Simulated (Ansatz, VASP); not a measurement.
# Two plane-wave programs on CO2

The input INCAR:

```
SYSTEM = CO2
PREC = Accurate
ENCUT = 910
EDIFF = 1E-6
ISMEAR = 0
SIGMA = 0.01
LREAL = .False.
LASPH = .True.
NELM = 120
ALGO = Normal
ISIF = 2
LWAVE = .False.
LCHARG = .False.
GGA = CA
NBANDS = 25
GGA_COMPAT = .False.
```

File KPOINTS:

```
Automatic mesh
0
Gamma
  10 10 10
  0 0 0
```

The input POSCAR:

```
CO2
1.0
   -1.9548127153      1.9548127153      2.9673315043
    1.9548127153     -1.9548127153      2.9673315043
    1.9548127153      1.9548127153     -2.9673315043
C O
2 4
Direct
    0.0000000000      0.0000000000      0.0000000000
    0.7500000000      0.2500000000      0.5000000000
    0.3750000000      0.2923507872      0.4173507872
    0.7076492128      0.1250000000      0.0826492128
    0.8750000000      0.9576492128      0.5826492128
    0.0423507872      0.6250000000      0.9173507872
```

Input for Ansatz:

```yaml
crystal:
  lattice:
    - [-1.9548127153, 1.9548127153, 2.9673315043]
    - [1.9548127153, -1.9548127153, 2.9673315043]
    - [1.9548127153, 1.9548127153, -2.9673315043]
  atoms:
    - { symbol: C, position: [0.0, 0.0, 0.0] }
    - { symbol: C, position: [0.75, 0.25, 0.5] }
    - { symbol: O, position: [0.375, 0.2923507872, 0.4173507872] }
    - { symbol: O, position: [0.7076492128, 0.125, 0.0826492128] }
    - { symbol: O, position: [0.875, 0.9576492128, 0.5826492128] }
    - { symbol: O, position: [0.0423507872, 0.625, 0.9173507872] }
kpoints:
  mp_grid: { grid: [10, 10, 10] }
  band_path:
    path:
      - [0.0, 0.0, 0.0]
      - [0.0, 0.0, 0.5]
      - [0.25, 0.25, 0.25]
      - [0.0, 0.5, 0.0]
      - [0.5, 0.5, -0.5]
      - [0.3584971135, 0.6415028865, -0.3584971135]
      - [-0.3584971135, 0.3584971135, 0.3584971135]
      - [-0.216994227, 0.216994227, 0.5]
      - [0.5, 0.5, -0.216994227]
    npoints: 1
hamiltonian:
  xc: lda
scf:
  occupations: { method: fixed }
  n_extra_bands: 5
output:
  forces: true
  stress: true
  eigenvalues: true
  write_density: true
  write_potential: true
  elf: true
  volumetric_format: npy
```

Alike in both runs: task single point; functional LDA; k mesh 10 × 10 × 10; no spin polarisation.

|  | VASP | Ansatz |
| --- | --- | --- |
| version | VASP 6.6.1 | Ansatz 0.2.0 |
| potentials or method | VASP PAW LDA potentials, release 64 (C_h, O_h) | plane waves, PAW |
| plane-wave cutoff (eV) | 910 | 420 |
| occupations | gaussian, width 0.01 eV | fixed |
| valence electrons in the cell | 32 | 32 |

Ansatz gave:

```
gap on the k mesh at the Fermi level (eV) : 7.54
rms of the force components (eV/Å)        : 0.129
```

Problem. Which values does VASP return?

Solution. gap on the k mesh at the Fermi level (eV): 7.51; rms of the force components (eV/Å): 0.090.

LDA's correlation is that of Perdew and Zunger in VASP and of Perdew and Wang (1992) in Ansatz. Atom by atom the forces differ by 0.039 eV/Å (rms over components).

Noted on VASP's run: the cutoff is short for stress, so the pressure is rough.
